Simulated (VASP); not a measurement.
# EuS (Fm-3m) in VASP: a series of runs

EuS is run at these levels: LDA+U; tasks: single point.

Program: VASP 6.6.1. These are calculated values, not measurements. Logs are shortened: lines on timing, memory, paths and dates and some standing lists are left out, and cuts for length are marked.

## Step 1: The cell of the first run

Symmetry: Fm-3m, No. 225, cubic system. The conventional cell has a = 5.957 Å, b = 5.957 Å, c = 5.957 Å, α = 90.00°, β = 90.00°, γ = 90.00°. Eu (site symmetry m-3m) has 6 S at 2.98 Å within 3.9 Å. Within 3.9 Å of S (site symmetry m-3m) lie 6 Eu at 2.98 Å.

## Step 2: Single point, LDA+U, collinear spin, ferromagnetic start

INCAR reads:

```
PREC     = Accurate       # precision mode
ENCUT    = 600            # plane-wave cutoff, eV
EDIFF    = 1E-6           # SCF threshold, eV
ISMEAR   = 0              # smearing method
SIGMA    = 0.1            # smearing width, eV
LREAL    = False          # projectors in reciprocal space
LASPH    = True           # aspherical terms in the spheres
NELM     = 200            # most SCF steps
ALGO     = Normal         # electronic algorithm
ISIF     = 2              # what is computed and relaxed
LWAVE    = False          # write WAVECAR
LCHARG   = False          # write CHGCAR
ISPIN    = 2              # spin polarisation
MAGMOM   = 7 7 0 0        # initial moments
LORBIT   = 11             # projections on sites
LMAXMIX  = 6              # l up to which the mixer works
LDAU     = True           # DFT+U
LDAUTYPE = 2            
LDAUL    = 3 -1           # shell
LDAUU    = 6.3 0          # U, eV
LDAUJ    = 0 0          
LDAUPRINT= 1            
GGA      = CA             # functional
NBANDS   = 35             # bands
GGA_COMPAT= False
```

KPOINTS reads:

```
regular mesh
0
Gamma
  6 6 6
```

POSCAR reads:

```
EuS
1.0
    5.9570000000      2.9785000000      2.9785000000
    2.9785000000      5.9570000000      2.9785000000
    2.9785000000      2.9785000000      5.9570000000
Eu S
2 2
Direct
    0.0000000000      0.0000000000      0.0000000000
    0.5000000000      0.5000000000      0.5000000000
    0.2500000000      0.2500000000      0.2500000000
    0.7500000000      0.7500000000      0.7500000000
```

Potentials or basis: VASP PAW PBE potentials, release 64 (Eu, S).

Command:

```console
cat potpaw_PBE.64/Eu/POTCAR potpaw_PBE.64/S/POTCAR > POTCAR
mpirun -np 1 vasp_std > vasp.out
```

OUTCAR:

```text
PREC = Accurate
   ENCUT = 600
   EDIFF = 1E-6
   ISMEAR = 0
   LREAL = False
   LASPH = True
   NELM = 200
   ISIF = 2
   ISPIN = 2
   LORBIT = 11
   GGA = CA

 ion  position               nearest neighbor table
   1  0.000  0.000  0.000-   4 2.98   4 2.98   4 2.98   3 2.98   3 2.98   3 2.98
   2  0.500  0.500  0.500-   3 2.98   3 2.98   3 2.98   4 2.98   4 2.98   4 2.98
   3  0.250  0.250  0.250-   1 2.98   1 2.98   1 2.98   2 2.98   2 2.98   2 2.98
   4  0.750  0.750  0.750-   2 2.98   2 2.98   2 2.98   1 2.98   1 2.98   1 2.98

  LATTYP: Found a trigonal (rhomboedric) cell.
 ALAT       =     7.2958051989
 COS(alpha) =     0.8333333333

  Lattice vectors:

 A1 = (   5.9570000000,   2.9785000000,   2.9785000000)
 A2 = (   2.9785000000,   5.9570000000,   2.9785000000)
 A3 = (   2.9785000000,   2.9785000000,   5.9570000000)

Analysis of symmetry for initial positions (statically):
=====================================================================
 Subroutine PRICEL returns following result:

  LATTYP: Found a face centered cubic cell.
 ALAT       =     5.9570000000
[... 12 lines left out ...]
 Subroutine GETGRP returns: Found 12 space group operations
 (whereof 12 operations were pure point group operations)
 out of a pool of 12 trial point group operations.

The static configuration has the point symmetry D_3d.

Analysis of symmetry for dynamics (positions and initial velocities):
=====================================================================
 Subroutine PRICEL returns following result:

  LATTYP: Found a face centered cubic cell.
 ALAT       =     5.9570000000
[... 12 lines left out ...]
 Subroutine GETGRP returns: Found 12 space group operations
 (whereof 12 operations were pure point group operations)
 out of a pool of 12 trial point group operations.

The dynamic configuration has the point symmetry D_3d.

Analysis of structural, dynamic, and magnetic symmetry:
=====================================================================
 Subroutine PRICEL returns following result:

  LATTYP: Found a face centered cubic cell.
 ALAT       =     5.9570000000
[... 12 lines left out ...]
 Subroutine GETGRP returns: Found 12 space group operations
 (whereof 12 operations were pure point group operations)
 out of a pool of 12 trial point group operations.

The overall configuration has the point symmetry D_3d.

 Subroutine INISYM returns: Found 12 space group operations
 (whereof 12 operations are pure point group operations),
 and found     2 'primitive' translations

----------------------------------------------------------------------------------------

                                     Primitive cell

  volume of cell :      52.8473

  direct lattice vectors                    reciprocal lattice vectors
     0.000000000 -2.978500000  2.978500000     0.167869733 -0.167869733  0.167869733
    -2.978500000  0.000000000  2.978500000    -0.167869733  0.167869733  0.167869733
    -2.978500000 -2.978500000  0.000000000    -0.167869733 -0.167869733 -0.167869733

  length of vectors
[... 169 lines left out ...]

spin component  1

  0.9742  0.0000 -0.0010  0.0000  0.0000  0.0000  0.0001
  0.0000  0.9748  0.0000 -0.0000  0.0000 -0.0000 -0.0000
 -0.0010  0.0000  0.9747  0.0001 -0.0000  0.0001 -0.0000
  0.0000 -0.0000  0.0001  0.9735  0.0001  0.0000 -0.0000
  0.0000  0.0000 -0.0000  0.0001  0.9747 -0.0001  0.0010
  0.0000 -0.0000  0.0001  0.0000 -0.0001  0.9755  0.0000
  0.0001 -0.0000 -0.0000 -0.0000  0.0010  0.0000  0.9742

spin component  2

  0.0019  0.0000  0.0009  0.0000 -0.0000  0.0000  0.0000
  0.0000  0.0000  0.0000 -0.0000  0.0000  0.0000 -0.0000
  0.0009  0.0000  0.0014  0.0000 -0.0000  0.0000  0.0000
  0.0000 -0.0000  0.0000  0.0025  0.0000 -0.0000 -0.0000
 -0.0000  0.0000 -0.0000  0.0000  0.0014 -0.0000 -0.0009
  0.0000  0.0000  0.0000 -0.0000 -0.0000  0.0007  0.0000
  0.0000 -0.0000  0.0000 -0.0000 -0.0009  0.0000  0.0019

 occupancies and eigenvectors

  o =  0.0000  v =  0.0000  0.0000  0.0000  0.0000  0.0000  0.0000  0.0000  0.0000 -1.0000  0.0000 -0.0000  0.0000  0.0000 -0.0000      0.0000  0.0000  0.0000  0.0000  0.0000  0.0000  0.0000  0.0000  0.0000  0.0000  0.0000  0.0000  0.0000  0.0000
  o =  0.0007  v =  0.0000  0.0000  0.0000  0.0000  0.0000  0.0000  0.0000 -0.0682  0.0000  0.0879 -0.0000  0.5978  0.6449  0.4630      0.0000  0.0000  0.0000  0.0000  0.0000  0.0000  0.0000  0.0000  0.0000  0.0000  0.0000  0.0000  0.0000  0.0000
  o =  0.0007  v =  0.0000  0.0000  0.0000  0.0000  0.0000  0.0000  0.0000 -0.4953  0.0000  0.6395 -0.0001  0.2435 -0.5008  0.1887      0.0000  0.0000  0.0000  0.0000  0.0000  0.0000  0.0000  0.0000  0.0000  0.0000  0.0000  0.0000  0.0000  0.0000
  o =  0.0007  v =  0.0000  0.0000  0.0000  0.0000  0.0000  0.0000  0.0000  0.3536  0.0000 -0.4564  0.0000  0.4564 -0.5774  0.3536      0.0000  0.0000  0.0000  0.0000  0.0000  0.0000  0.0000  0.0000  0.0000  0.0000  0.0000  0.0000  0.0000  0.0000
  o =  0.0025  v =  0.0000  0.0000  0.0000  0.0000  0.0000  0.0000  0.0000  0.4564  0.0000  0.3536 -0.5774  0.3536  0.0000 -0.4564      0.0000  0.0000  0.0000  0.0000  0.0000  0.0000  0.0000  0.0000  0.0000  0.0000  0.0000  0.0000  0.0000  0.0000
  o =  0.0025  v =  0.0000  0.0000  0.0000  0.0000  0.0000  0.0000  0.0000 -0.2212 -0.0000 -0.1714 -0.8042 -0.3212  0.0000  0.4145      0.0000  0.0000  0.0000  0.0000  0.0000  0.0000  0.0000  0.0000  0.0000  0.0000  0.0000  0.0000  0.0000  0.0000
  o =  0.0025  v =  0.0000  0.0000  0.0000  0.0000  0.0000  0.0000  0.0000 -0.6064 -0.0000 -0.4697 -0.1412  0.3832 -0.0001 -0.4948      0.0000  0.0000  0.0000  0.0000  0.0000  0.0000  0.0000  0.0000  0.0000  0.0000  0.0000  0.0000  0.0000  0.0000
  o =  0.9733  v = -0.4564  0.0035 -0.3536  0.5773 -0.3536  0.0000  0.4564  0.0000  0.0000  0.0000  0.0000  0.0000  0.0000  0.0000      0.0000  0.0000  0.0000  0.0000  0.0000  0.0000  0.0000  0.0000  0.0000  0.0000  0.0000  0.0000  0.0000  0.0000
  o =  0.9736  v =  0.6434  0.0000  0.5001  0.3860 -0.2930 -0.0399  0.3154  0.0000  0.0000  0.0000  0.0000  0.0000  0.0000  0.0000      0.0000  0.0000  0.0000  0.0000  0.0000  0.0000  0.0000  0.0000  0.0000  0.0000  0.0000  0.0000  0.0000  0.0000
  o =  0.9736  v = -0.0472  0.0000  0.0206 -0.7181 -0.4058 -0.0214  0.5627  0.0000  0.0000  0.0000  0.0000  0.0000  0.0000  0.0000      0.0000  0.0000  0.0000  0.0000  0.0000  0.0000  0.0000  0.0000  0.0000  0.0000  0.0000  0.0000  0.0000  0.0000
  o =  0.9748  v =  0.0016  1.0000  0.0012 -0.0020  0.0012  0.0000 -0.0016  0.0000  0.0000  0.0000  0.0000  0.0000  0.0000  0.0000      0.0000  0.0000  0.0000  0.0000  0.0000  0.0000  0.0000  0.0000  0.0000  0.0000  0.0000  0.0000  0.0000  0.0000
  o =  0.9754  v = -0.3879  0.0000  0.4501  0.0130 -0.1213 -0.7808 -0.1497  0.0000  0.0000  0.0000  0.0000  0.0000  0.0000  0.0000      0.0000  0.0000  0.0000  0.0000  0.0000  0.0000  0.0000  0.0000  0.0000  0.0000  0.0000  0.0000  0.0000  0.0000
  o =  0.9754  v =  0.3163  0.0000 -0.4622 -0.0434 -0.6336 -0.2343 -0.4776  0.0000  0.0000  0.0000  0.0000  0.0000  0.0000  0.0000      0.0000  0.0000  0.0000  0.0000  0.0000  0.0000  0.0000  0.0000  0.0000  0.0000  0.0000  0.0000  0.0000  0.0000
  o =  0.9756  v =  0.3536  0.0000 -0.4564  0.0000  0.4564 -0.5774  0.3536  0.0000  0.0000  0.0000  0.0000  0.0000  0.0000  0.0000      0.0000  0.0000  0.0000  0.0000  0.0000  0.0000  0.0000  0.0000  0.0000  0.0000  0.0000  0.0000  0.0000  0.0000

 number of electron      46.0000003 magnetization      14.0000004

 Free energy of the ion-electron system (eV)
  ---------------------------------------------------
  ext. energy  EPLUGINS =         0.00000000
  ---------------------------------------------------
  free energy    TOTEN  =       -39.42564525 eV

  energy without entropy =      -39.42560751  energy(sigma->0) =      -39.42562638

 E-fermi :   3.0677     XC(G=0):  -9.9456

 val. band max:        2.8939418879   @ k =   0.0000   0.0000   0.0000
 cond. band min:       3.2419298738   @ k =   0.5000   0.5000   0.0000
 fundamental gap:      0.3479879859
 Fermi energy:         3.0676879392

 spin component 1

 k-point     1 :       0.0000    0.0000    0.0000
  band No.  band energies     occupation
      1     -36.3832      1.00000
      2     -36.3682      1.00000
      3     -15.8000      1.00000
      4     -15.4397      1.00000
      5     -15.4397      1.00000
      6     -15.4122      1.00000
[... 1817 lines left out ...]
     34      12.4504      0.00000
     35      12.5078      0.00000

 [... further k-points ...]

------------------------ aborting loop because EDIFF is reached ----------------------------------------

  FORCE on cell =-STRESS in cart. coord.  units (eV):
  Direction    XX          YY          ZZ          XY          YZ          ZX
  --------------------------------------------------------------------------------------
  -------------------------------------------------------------------------------------
  Total       -2.3781974     -2.3781974     -2.3781974     -0.0028919     -0.0028919     -0.0028919
  in kB      -36.0500334    -36.0500334    -36.0500334     -0.0438375     -0.0438375     -0.0438375
  external PRESSURE =     -36.0500334 kB  Pullay stress =       0.0000000 kB

 VOLUME and BASIS-vectors are now :
 -----------------------------------------------------------------------------
  energy-cutoff  :      600.00
  volume of cell :      105.69
      direct lattice vectors                 reciprocal lattice vectors
     5.957000000  2.978500000  2.978500000     0.251804600 -0.083934867 -0.083934867
     2.978500000  5.957000000  2.978500000    -0.083934867  0.251804600 -0.083934867
     2.978500000  2.978500000  5.957000000    -0.083934867 -0.083934867  0.251804600

 POSITION                                       TOTAL-FORCE (eV/Angst)
 -----------------------------------------------------------------------------------
      0.00000      0.00000      0.00000        -0.000000     -0.000000     -0.000000
      5.95700      5.95700      5.95700         0.000000      0.000000      0.000000
      2.97850      2.97850      2.97850        -0.000000     -0.000000     -0.000000
      8.93550      8.93550      8.93550         0.000000      0.000000      0.000000
 -----------------------------------------------------------------------------------
    total drift:                                0.000000      0.000000      0.000000

  FREE ENERGIE OF THE ION-ELECTRON SYSTEM (eV)
  ---------------------------------------------------
  free  energy   TOTEN  =       -39.4256452491 eV

  energy  without entropy=      -39.4256075136  energy(sigma->0) =      -39.42562638

 total charge

# of ion       s       p       d       f       tot
--------------------------------------------------
    1        2.023   5.726   0.254   6.824  14.826
    2        2.023   5.726   0.254   6.824  14.826
    3        1.308   2.408   0.000   0.000   3.716
    4        1.308   2.408   0.000   0.000   3.716
--------------------------------------------------
tot          6.662  16.267   0.508  13.647  37.084

 magnetization (x)

# of ion       s       p       d       f       tot
--------------------------------------------------
    1       -0.010  -0.091   0.042   6.805   6.746
    2       -0.010  -0.091   0.042   6.805   6.746
    3       -0.005  -0.049   0.000   0.000  -0.054
    4       -0.005  -0.049   0.000   0.000  -0.054
--------------------------------------------------
tot         -0.031  -0.279   0.084  13.609  13.383
```

Wall time 30 min (1 thread of Intel Xeon Platinum 8175M at 2.50GHz (Skylake/Cascade Lake), shared host); peak memory 0.54 GiB.

Results:

```
Free energy                                           : -39.4256 eV
Pressure                                              : -3.6 GPa
Band gap on the k mesh                                : 0.35 eV
Net moment                                            : 14.00 μB per cell
Site moments                                          : Eu +6.75; S -0.05 μB
Valence electrons inside the program's atomic spheres : Eu 14.83; S 3.72
```

Eigenvalues of the final occupation matrices:
```tsv
site	spin	trace	eigenvalues
site 1 f	1	6.82	0.97 0.97 0.97 0.97 0.98 0.98 0.98
site 1 f	2	0.01	0.00 0.00 0.00 0.00 0.00 0.00 0.00
site 2 f	1	6.82	0.97 0.97 0.97 0.97 0.98 0.98 0.98
site 2 f	2	0.01	0.00 0.00 0.00 0.00 0.00 0.00 0.00
```

Caveat: the cell stands under tension; the PAW data sets were made with another functional, which shifts forces and pressure a little; spin-orbit coupling is left out, which moves the levels of the heavy elements.

## Step 3: Single point, LDA+U, collinear spin, antiferromagnetic start

INCAR reads:

```
PREC = Accurate
ENCUT = 600
EDIFF = 1E-6
ISMEAR = 0
SIGMA = 0.1
LREAL = False
LASPH = True
NELM = 200
ALGO = Normal
ISIF = 2
LWAVE = False
LCHARG = False
ISPIN = 2
MAGMOM = 7 -7 0 0
LORBIT = 11
LMAXMIX = 6
LDAU = True
LDAUTYPE = 2
LDAUL = 3 -1
LDAUU = 6.3 0
LDAUJ = 0 0
LDAUPRINT = 1
GGA = CA
NBANDS = 35
GGA_COMPAT = False
```

KPOINTS reads:

```
Automatic mesh
0
Gamma
  6 6 6
```

POSCAR is that of step 2.

Potentials or basis: VASP PAW PBE potentials, release 64 (Eu, S).

Command:

```console
cat potpaw_PBE.64/Eu/POTCAR potpaw_PBE.64/S/POTCAR > POTCAR
mpirun -np 1 vasp_std > vasp.out
```

Run time: 28 min. Hardware: 1 thread of Intel Xeon Platinum 8175M at 2.50GHz (Skylake/Cascade Lake), shared host; peak memory 0.55 GiB.

The run converged. Its results:

- Free energy: -39.4182 eV
- Pressure: -3.4 GPa
- Band gap on the k mesh: 0.80 eV
- Net moment: 0.00 μB per cell
- Site moments: Eu +6.75, -6.75; S +0.00 μB
- Valence electrons inside the program's atomic spheres: Eu 14.83; S 3.72

Levels at points of the mesh, in eV from the valence-band top:
Spin up:
| k point | band 20 | band 21 | band 22 | band 23 | band 24 | band 25 | band 26 | band 27 |
| --- | --- | --- | --- | --- | --- | --- | --- | --- |
| (0.00, 0.00, 0.00) | -0.34 | -0.02 | 0.00 | 0.00 | 2.36 | 2.79 | 2.79 | 2.79 |
| (0.50, 0.00, 0.00) | -0.40 | -0.39 | -0.33 | -0.23 | 2.15 | 2.66 | 5.12 | 5.52 |
| (0.50, 0.50, 0.00) | -0.38 | -0.37 | -0.21 | -0.18 | 0.80 | 4.35 | 4.86 | 4.99 |
| (0.50, 0.50, 0.50) | -0.34 | -0.24 | -0.19 | -0.19 | 2.79 | 3.22 | 3.52 | 3.52 |
Spin down:
```csv
k point,band 19,band 20,band 21,band 22,band 23,band 24,band 25,band 26,band 27,band 28
"(0.00, 0.00, 0.00)",-0.40,-0.34,-0.02,0.00,0.00,2.36,2.79,2.79,2.79,3.77
"(0.50, 0.00, 0.00)",-0.41,-0.40,-0.39,-0.33,-0.23,2.15,2.66,5.12,5.52,5.68
"(0.50, 0.50, 0.00)",-0.39,-0.38,-0.37,-0.21,-0.18,0.80,4.35,4.86,4.99,5.00
"(0.50, 0.50, 0.50)",-0.41,-0.34,-0.24,-0.19,-0.19,2.79,3.22,3.52,3.52,4.16
```

Eigenvalues of the final occupation matrices:
```csv
site,spin,trace,eigenvalues
site 1 f,1,6.83,0.97 0.97 0.97 0.97 0.98 0.98 0.98
site 1 f,2,0.01,0.00 0.00 0.00 0.00 0.00 0.00 0.00
site 2 f,1,0.01,0.00 0.00 0.00 0.00 0.00 0.00 0.00
site 2 f,2,6.83,0.97 0.97 0.97 0.97 0.98 0.98 0.98
```

Caveat: the cell stands under tension; the PAW data sets were made with another functional, which shifts forces and pressure a little; spin-orbit coupling is left out, which moves the levels of the heavy elements. The state reached can hang on the start; a lower one may exist.
